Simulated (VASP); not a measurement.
# Os (Fd-3m) in VASP: further runs

The runs below take Os through single point, relaxation of cell and atoms, with PBE.

Everything below comes from runs of VASP 6.6.1. Logs are shortened: lines on timing, memory, paths and dates and some standing lists are left out, and cuts for length are marked.

## (1) The cell of the first run

Symmetry: Fd-3m, No. 227, cubic system. Conventional cell: a = 5.556 Å, b = 5.556 Å, c = 5.556 Å, α = 90.00°, β = 90.00°, γ = 90.00°. Within 3.2 Å of Os (site symmetry -43m) lie 4 Os at 2.41 Å.

This isn't the form of Os at room conditions, which is hcp.

## (2) Single point, PBE

File INCAR:

```
SYSTEM = Os
PREC     = Accurate       ! precision mode
ENCUT    = 600            ! plane-wave cutoff, eV
EDIFF    = 1E-6           ! SCF threshold, eV
ISMEAR   = 1              ! smearing method
SIGMA    = 0.05           ! smearing width, eV
LREAL    = .False.        ! projectors in reciprocal space
LASPH    = .True.         ! aspherical terms in the spheres
NELM     = 120            ! most SCF steps
ALGO     = Normal         ! electronic algorithm
ISIF     = 2              ! what is computed and relaxed
LWAVE    = .False.        ! write WAVECAR
LCHARG   = .False.        ! write CHGCAR
GGA      = PE             ! functional
NBANDS   = 15             ! bands
GGA_COMPAT= .False.
```

File KPOINTS:

```
Automatic mesh
0
Gamma
  15 15 15
  0 0 0
```

File POSCAR:

```
Os
1.0
    0.0000000000      2.7778546625      2.7778546625
    2.7778546625      0.0000000000      2.7778546625
    2.7778546625      2.7778546625      0.0000000000
Os
2
Direct
    1.0000000000      1.0000000000      1.0000000000
    0.2500000000      0.2500000000      0.2500000000
```

Potentials or basis: VASP PAW PBE potentials, release 64 (Os).

On the command line:

```console
> cat potpaw_PBE.64/Os/POTCAR > POTCAR
> mpirun -np 1 vasp_std > vasp.out
```

OUTCAR:

```text
SYSTEM = Os
   PREC = Accurate
   ENCUT = 600
   EDIFF = 1E-6
   ISMEAR = 1
   LREAL = .False.
   LASPH = .True.
   NELM = 120
   ISIF = 2
   GGA = PE

 ion  position               nearest neighbor table
   1  0.000  0.000  0.000-   2 2.41   2 2.41   2 2.41   2 2.41
   2  0.250  0.250  0.250-   1 2.41   1 2.41   1 2.41   1 2.41

  LATTYP: Found a face centered cubic cell.
 ALAT       =     5.5557093250

  Lattice vectors:

 A1 = (   0.0000000000,   2.7778546625,   2.7778546625)
 A2 = (   2.7778546625,   0.0000000000,   2.7778546625)
 A3 = (   2.7778546625,   2.7778546625,   0.0000000000)

Analysis of symmetry for initial positions (statically):
=====================================================================
 Subroutine PRICEL returns:
 Original cell was already a primitive cell.

 Routine SETGRP: Setting up the symmetry group for a
 face centered cubic supercell.

 Subroutine GETGRP returns: Found 48 space group operations
 (whereof 24 operations were pure point group operations)
 out of a pool of 48 trial point group operations.

The static configuration has the point symmetry T_d .
 The point group associated with its full space group is O_h .

Analysis of symmetry for dynamics (positions and initial velocities):
=====================================================================
 Subroutine PRICEL returns:
 Original cell was already a primitive cell.

 Routine SETGRP: Setting up the symmetry group for a
 face centered cubic supercell.

 Subroutine GETGRP returns: Found 48 space group operations
 (whereof 24 operations were pure point group operations)
 out of a pool of 48 trial point group operations.

The dynamic configuration has the point symmetry T_d .
 The point group associated with its full space group is O_h .

 Subroutine INISYM returns: Found 48 space group operations
 (whereof 24 operations are pure point group operations),
 and found     1 'primitive' translations

----------------------------------------------------------------------------------------

                                     Primitive cell

  volume of cell :      42.8705

  direct lattice vectors                    reciprocal lattice vectors
     0.000000000  2.777854662  2.777854662    -0.179995018  0.179995018  0.179995018
     2.777854662  0.000000000  2.777854662     0.179995018 -0.179995018  0.179995018
     2.777854662  2.777854662  0.000000000     0.179995018  0.179995018 -0.179995018

  length of vectors
     3.928479738  3.928479738  3.928479738     0.311760516  0.311760516  0.311760516

  position of ions in fractional coordinates (direct lattice)
     0.000000000  0.000000000  0.000000000
     0.250000000  0.250000000  0.250000000

  ion indices of the primitive-cell ions
   primitive index   ion index
                 1           1
                 2           2

----------------------------------------------------------------------------------------

 KPOINTS: Automatic mesh

Automatic generation of k-mesh.
 Grid dimensions read from file:
 generate k-points for:   15   15   15

 Generating k-lattice:

  Cartesian coordinates                     Fractional coordinates (reciprocal lattice)
    -0.011999668  0.011999668  0.011999668     0.066666667  0.000000000  0.000000000
     0.011999668 -0.011999668  0.011999668     0.000000000  0.066666667  0.000000000
     0.011999668  0.011999668 -0.011999668     0.000000000  0.000000000  0.066666667

  Length of vectors
     0.020784034  0.020784034  0.020784034

  Shift w.r.t. Gamma in fractional coordinates (k-lattice)
     0.000000000  0.000000000  0.000000000

 Subroutine IBZKPT returns following result:
 ===========================================

 Found    120 irreducible k-points:

 Following reciprocal coordinates:
            Coordinates               Weight
  0.000000  0.000000  0.000000      1.000000
  0.066667  0.000000  0.000000      8.000000
  0.133333  0.000000  0.000000      8.000000
  0.200000  0.000000  0.000000      8.000000
  0.266667  0.000000  0.000000      8.000000
  0.333333  0.000000  0.000000      8.000000
[... 16 lines left out ...]
  0.133333  0.133333  0.000000      6.000000
  0.200000  0.133333  0.000000     24.000000
 [... further k-points ...]
   k-points           NKPTS =    120   k-points in BZ     NKDIM =    120   number of bands    NBANDS=     15
   number of dos      NEDOS =    301   number of ions     NIONS =      2
   total plane-waves  NPLWV =  32768
   dimension x,y,z NGX =    32 NGY =   32 NGZ =   32
   dimension x,y,z NGXF=    64 NGYF=   64 NGZF=   64
   ions per type =               2
   NGX,Y,Z   is equivalent  to a cutoff of  13.54, 13.54, 13.54 a.u.
   NGXF,Y,Z  is equivalent  to a cutoff of  27.08, 27.08, 27.08 a.u.
 SYSTEM =  Os
   PREC   = accura    normal or accurate (medium, high low for compatibility)
   ISTART =      0    job   : 0-new  1-cont  2-samecut
   ICHARG =      2    charge: 1-file 2-atom 10-const
   ISPIN  =      1    spin polarized calculation?
   LNONCOLLINEAR =      F non collinear calculations
   LSORBIT =      F    spin-orbit coupling
   LASPH  =      T    aspherical Exc in radial PAW
   ENCUT  =  600.0 eV  44.10 Ry    6.64 a.u.   7.85  7.85  7.85*2*pi/ulx,y,z
   NELM   =    120;   NELMIN=  2; NELMDL= -5     # of ELM steps
   EDIFF  = 0.1E-05   stopping-criterion for ELM
   LREAL  =      F    real-space projection
   EDIFFG = 0.1E-04   stopping-criterion for IOM
   NSW    =      0    number of steps for IOM
   IBRION =     -1    ionic relax: 0-MD 1-quasi-New 2-CG
   NFREE  =      0    steps in history (QN), initial steepest desc. (CG)
   ISIF   =      2    stress and relaxation
   ISYM   =      2    0-nonsym 1-usesym 2-fastsym
   POTIM  = 0.5000    time-step for ionic-motion
   TEBEG  =    0.0;   TEEND  =   0.0 temperature during run
   PSTRESS=    0.0 pullay stress
   NELECT =      16.0000    total number of electrons
   NUPDOWN=      -1.0000    fix difference up-down
   EMIN   =  10.00;   EMAX   =-10.00  energy-range for DOS
   EFERMI =   0.00;   METHOD = LEGACY
   ISMEAR =     1;   SIGMA  =   0.05  broadening in eV -4-tet -1-fermi 0-gaus
   EFERMI_NEDOS =   21; number of points for ismear=-14 and -15
   IALGO  =     38    algorithm
   IMIX   =      4    mixing-type and parameters
     AMIX     =   0.40;   BMIX     =  1.00
     AMIX_MAG =   1.60;   BMIX_MAG =  1.00
  volume/ion in A,a.u.               =      21.44       144.65
  Fermi-wavevector in a.u.,A,eV,Ry     =   1.178678  2.227379 18.902338  1.389283
  Thomas-Fermi vector in A             =   2.315003
   LORBIT       =      0    0 simple, 1 ext, 2 COOP (PROOUT), +10 PAW based schemes
   GGA     = PE    functional components
   LHFCALC =     F    Hartree Fock is set to
   AEXX    =    0.0000 exact exchange contribution
   IVDW    =     0    specifies the selected vdW correction
   LEPSILON=     F    determine dielectric tensor
   LRPA    =     F    only Hartree local field effects (RPA)
 non-spin polarized calculation
 Methfessel and Paxton  Order N= 1 SIGMA  =   0.05
  energy-cutoff  :      600.00
  volume of cell :       42.87
 maximum number of plane-waves:      1459
   NGX = 15   NGY = 15   NGZ = 15

 number of electron      15.9999999 magnetization

 Free energy of the ion-electron system (eV)
  ---------------------------------------------------
  ext. energy  EPLUGINS =         0.00000000
  ---------------------------------------------------
  free energy    TOTEN  =       -20.00222132 eV

  energy without entropy =      -20.00222189  energy(sigma->0) =      -20.00222151

 E-fermi :   4.3958     XC(G=0): -11.2220

 val. band max:        4.3792339991   @ k =   0.2667   0.2000   0.0000
 cond. band min:       4.4095651662   @ k =   0.4667   0.3333   0.1333
 fundamental gap:      0.0303311672
 Fermi energy:         4.3957595463

 k-point     1 :       0.0000    0.0000    0.0000
  band No.  band energies     occupation
      1      -3.1674      2.00000
      2       0.2298      2.00000
      3       0.2298      2.00000
      4       0.8375      2.00000
      5       0.8375      2.00000
      6       0.8375      2.00000
      7       3.8362      2.00000
      8       3.8362      2.00000
      9       3.8362      2.00000
     10       6.9042      0.00000
     11       6.9042      0.00000
     12      15.6398      0.00000
     13      15.6964      0.00000
     14      17.1966      0.00000
     15      17.1966      0.00000

 k-point     2 :       0.0667    0.0000    0.0000
  band No.  band energies     occupation
      1      -3.0859      2.00000
      2       0.1750      2.00000
      3       0.1750      2.00000
      4       0.8264      2.00000
      5       0.9259      2.00000
      6       0.9259      2.00000
      7       3.7449      2.00000
      8       3.8226      2.00000
      9       3.8226      2.00000
     10       6.8973      0.00000
     11       6.8973      0.00000
     12      15.2932      0.00000
     13      15.7278      0.00000
     14      17.1671      0.00000
     15      17.1671      0.00000

 k-point     3 :       0.1333    0.0000    0.0000
  band No.  band energies     occupation
      1      -2.8477      2.00000
      2       0.0843      2.00000
      3       0.0843      2.00000
      4       0.7965      2.00000
      5       1.1010      2.00000
      6       1.1010      2.00000
      7       3.5002      2.00000
      8       3.8016      2.00000
      9       3.8016      2.00000
     10       6.8721      0.00000
     11       6.8721      0.00000
     12      14.3455      0.00000
     13      15.3303      0.00000
     14      16.8644      0.00000
     15      16.8645      0.00000
[... 343 lines left out ...]
 k-point    23 :       0.1333    0.1333    0.0000
  band No.  band energies     occupation
      1      -2.7348      2.00000
      2      -0.2319      2.00000
      3       0.4552      2.00000
      4       0.8344      2.00000
      5       0.8344      2.00000
      6       1.3770      2.00000
      7       3.0166      2.00000
      8       4.0149      2.00000
      9       4.0149      2.00000
     10       6.5205      0.00000
     11       7.1111      0.00000
     12      14.7821      0.00000
     13      15.4072      0.00000
     14      15.4072      0.00000
     15      15.9974      0.00000

 k-point    24 :       0.2000    0.1333    0.0000
  band No.  band energies     occupation
      1      -2.4492      2.00000
      2      -0.3469      2.00000
      3       0.5058      2.00000
      4       0.8049      2.00000
      5       0.8964      2.00000
      6       1.5636      2.00000
      7       2.6918      2.00000
      8       4.0588      2.00000
      9       4.1247      2.00000
     10       6.3344      0.00000
     11       7.1521      0.00000
     12      13.7699      0.00000
     13      14.6337      0.00000
     14      14.8538      0.00000
     15      15.5341      0.00000

 [... further k-points ...]

------------------------ aborting loop because EDIFF is reached ----------------------------------------

  FORCE on cell =-STRESS in cart. coord.  units (eV):
  Direction    XX          YY          ZZ          XY          YZ          ZX
  --------------------------------------------------------------------------------------
  -------------------------------------------------------------------------------------
  Total       -0.2798112     -0.2798112     -0.2798112     -0.0000000     -0.0000000      0.0000000
  in kB      -10.4572394    -10.4572394    -10.4572394     -0.0000000     -0.0000000      0.0000000
  external PRESSURE =     -10.4572394 kB  Pullay stress =       0.0000000 kB

 VOLUME and BASIS-vectors are now :
 -----------------------------------------------------------------------------
  energy-cutoff  :      600.00
  volume of cell :       42.87
      direct lattice vectors                 reciprocal lattice vectors
     0.000000000  2.777854662  2.777854662    -0.179995018  0.179995018  0.179995018
     2.777854662  0.000000000  2.777854662     0.179995018 -0.179995018  0.179995018
     2.777854662  2.777854662  0.000000000     0.179995018  0.179995018 -0.179995018

 POSITION                                       TOTAL-FORCE (eV/Angst)
 -----------------------------------------------------------------------------------
      0.00000      0.00000      0.00000         0.000000      0.000000      0.000000
      1.38893      1.38893      1.38893        -0.000000     -0.000000     -0.000000
 -----------------------------------------------------------------------------------
    total drift:                               -0.000000      0.000000      0.000000

  FREE ENERGIE OF THE ION-ELECTRON SYSTEM (eV)
  ---------------------------------------------------
  free  energy   TOTEN  =       -20.0022213223 eV

  energy  without entropy=      -20.0022218926  energy(sigma->0) =      -20.00222151
```

Run time: 22 s. Hardware: 1 thread of Intel Xeon 6975P-C (Granite Rapids), shared host; peak memory 0.23 GiB.

Results:

- Free energy: -20.0022 eV
- Pressure: -1.0 GPa
- Band gap on the k mesh: zero (bands 8 and 9 overlap by 1.05 eV)

Levels at points of the mesh, in eV from the Fermi level:
```tsv
k point	band 5	band 6	band 7	band 8	band 9	band 10	band 11	band 12
(0.00, 0.00, 0.00)	-3.56	-3.56	-0.56	-0.56	-0.56	2.51	2.51	11.24
```

Caveat: spin-orbit coupling is left out, which moves the levels of the heavy elements.

## (3) Relaxation of cell and atoms, PBE

This run uses another cell than the first one, of 18.19 Å³/atom.

File INCAR:

```
SYSTEM = Os
ALGO = Normal
EDIFF = 1E-7
EDIFFG = -0.03
ENCUT = 600
GGA = PE
GGA_COMPAT = .FALSE.
IBRION = 2
ISIF = 3
ISMEAR = 1
LASPH = .TRUE.
LCHARG = .FALSE.
LREAL = .FALSE.
LWAVE = .FALSE.
NELM = 120
NELMIN = 4
NSW = 80
PREC = Accurate
SIGMA = 0.05
```

File KPOINTS:

```
k-points
0
G
  15 15 15
  0 0 0
```

File POSCAR:

```
Os
1.0
    0.0000000000      2.6300000000      2.6300000000
    2.6300000000      0.0000000000      2.6300000000
    2.6300000000      2.6300000000      0.0000000000
Os
2
Direct
    1.0000000000      1.0000000000      1.0000000000
    0.2500000000      0.2500000000      0.2500000000
```

Potentials or basis: VASP PAW PBE potentials, release 64 (Os).

On the command line:

```console
> cat potpaw_PBE.64/Os/POTCAR > POTCAR
> mpirun -np 1 vasp_std > vasp.out
```

Run time: 1.8 min. Hardware: 1 thread of Intel Xeon 6975P-C (Granite Rapids), shared host; peak memory 0.22 GiB.

Results (log left out):

```
Free energy                           : -20.0009 eV
Relaxed volume                        : 21.32 Å³/atom
Relaxed cell                          : a = 3.921 Å, b = 3.921 Å, c = 3.921 Å, α = 60.00°, β = 60.00°, γ = 60.00°
Space group after relaxing (to 0.1 Å) : Fd-3m (No. 227)
Pressure after relaxing               : 0.0 GPa
Band gap on the k mesh                : zero (bands 8 and 9 overlap by 1.06 eV)
```

Final structure:
```yaml
crystal:
  lattice:
    - [0.00000, 2.77278, 2.77278]
    - [2.77278, 0.00000, 2.77278]
    - [2.77278, 2.77278, 0.00000]
  atoms:
    - { symbol: Os, position: [0.00000, 0.00000, 0.00000] }
    - { symbol: Os, position: [0.25000, 0.25000, 0.25000] }
```

Levels at points of the mesh, in eV from the Fermi level:
```csv
k point,band 5,band 6,band 7,band 8,band 9,band 10,band 11,band 12
"(0.00, 0.00, 0.00)",-3.58,-3.58,-0.56,-0.56,-0.56,2.53,2.53,11.27
```

Caveat: the volume moved by over 15 % at a fixed basis, so the end points are rough; spin-orbit coupling is left out, which moves the levels of the heavy elements.
